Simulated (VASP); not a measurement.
Mg4Se: single point with PBE

Mg4Se:

```
Mg Se
1.0
    -5.08232    0.00620    0.00372
     0.00349    0.00353   -5.10527
     0.01095  -10.32865    0.00691
Mg Se
8 2
Direct
  0.71055 0.71433 0.85148
  0.71211 0.70945 0.35594
  0.28578 0.70602 0.64389
  0.29166 0.71184 0.14659
  0.70782 0.28878 0.64593
  0.71598 0.28889 0.14818
  0.28556 0.29079 0.85364
  0.29068 0.28780 0.35338
  0.00016 0.00296 0.50081
  0.99970 0.99914 0.00017
```

```json
{
 "Program": "VASP 6.6.1",
 "Task": "single point",
 "Functional": "PBE",
 "Potentials or basis": "VASP PAW PBE potentials, release 64 (Mg, Se)",
 "Cutoff": "520 eV",
 "k mesh": "4 × 4 × 2",
 "Occupations": "gaussian, width 0.2 eV",
 "Spin": "no spin polarisation"
}
```

```
Pressure               : -0.1 GPa
Largest force          : 0.021 eV/Å
Band gap on the k mesh : zero (bands 14 and 15 overlap by 1.26 eV)
```

Forces in eV/Å, atoms in the order of the input:
```
Mg   0.011  0.014  0.011
Mg   0.007  0.004  0.005
Mg  -0.008 -0.013  0.000
Mg   0.003 -0.007  0.000
Mg   0.006 -0.016 -0.001
Mg   0.007  0.003 -0.009
Mg  -0.006 -0.001  0.000
Mg   0.005  0.002 -0.005
Se  -0.008  0.018  0.000
Se  -0.015 -0.004  0.001
```

Levels at points of the mesh, in eV from the Fermi level:
| k point | band 11 | band 12 | band 13 | band 14 | band 15 | band 16 | band 17 | band 18 |
| --- | --- | --- | --- | --- | --- | --- | --- | --- |
| (0.00, 0.00, 0.00) | -2.23 | -0.16 | -0.10 | 0.95 | 1.26 | 1.31 | 1.51 | 1.74 |
| (0.50, 0.00, 0.00) | -2.21 | -0.29 | -0.16 | 0.27 | 0.99 | 1.19 | 1.34 | 1.44 |
| (0.00, 0.50, 0.00) | -2.21 | -0.26 | -0.16 | 0.31 | 0.99 | 1.17 | 1.37 | 1.46 |
| (0.50, 0.50, 0.00) | -1.67 | -1.65 | -1.56 | -0.29 | -0.25 | 0.16 | 1.62 | 2.44 |
| (0.00, 0.00, 0.50) | -0.83 | -0.80 | 0.20 | 0.23 | 1.46 | 1.46 | 1.59 | 1.60 |
| (0.50, 0.00, 0.50) | -1.44 | -1.41 | -0.12 | -0.06 | 1.35 | 1.38 | 1.74 | 1.76 |
| (0.00, 0.50, 0.50) | -1.41 | -1.39 | -0.12 | -0.06 | 1.39 | 1.41 | 1.78 | 1.80 |
| (0.50, 0.50, 0.50) | -1.03 | -1.03 | -1.01 | -0.99 | -0.31 | -0.28 | 1.36 | 1.39 |

Run time: 84 s on 1 thread of Intel(R) Xeon(R) 6975P-C (Granite Rapids), with other jobs on the host, peak memory 0.4 GiB.
